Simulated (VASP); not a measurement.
Runs of VASP 6.6.1 on Sc2H3F3. The structure is that of space group P-4m2 (No. 115), or close to it. The cells are those of the table. 

```csv
task,cell,k mesh,cutoff (eV),smearing,gap on the mesh (eV),pressure (GPa),relaxed volume (Å³/atom),largest force (eV/Å)
single point,"a = 4.006, b = 4.006, c = 7.959 Å, 8 atoms",4 × 4 × 2,520,gaussian 0.1 eV,3.30,0.0,-,0.09
single point,"a = 4.122, b = 4.122, c = 8.245 Å, 8 atoms",4 × 4 × 2,520,gaussian 0.1 eV,2.96,-4.6,-,0.13
relaxation of cell and atoms,"relaxed from a = 4.122, b = 4.122, c = 8.245 Å, 8 atoms",4 × 4 × 2,600,gaussian 0.1 eV,3.31,0.3,15.88,0.04
single point,"a = 3.999, b = 3.999, c = 7.948 Å, 8 atoms",6 × 6 × 4,520,gaussian 0.02 eV,(b),0.2,-,0.06
relaxation of cell and atoms,"relaxed from a = 4.006, b = 4.006, c = 7.959 Å, 8 atoms",6 × 6 × 4,600,gaussian 0.02 eV,(a),0.0,15.94,0.01
```

Alike in all rows: level PBE; potentials or basis VASP PAW PBE potentials, release 64 (Sc_sv, H, F); no spin polarisation.

Task: Fill in the values left out.

Result: (a) 3.32; (b) 3.34.

A k mesh can miss the band edges.
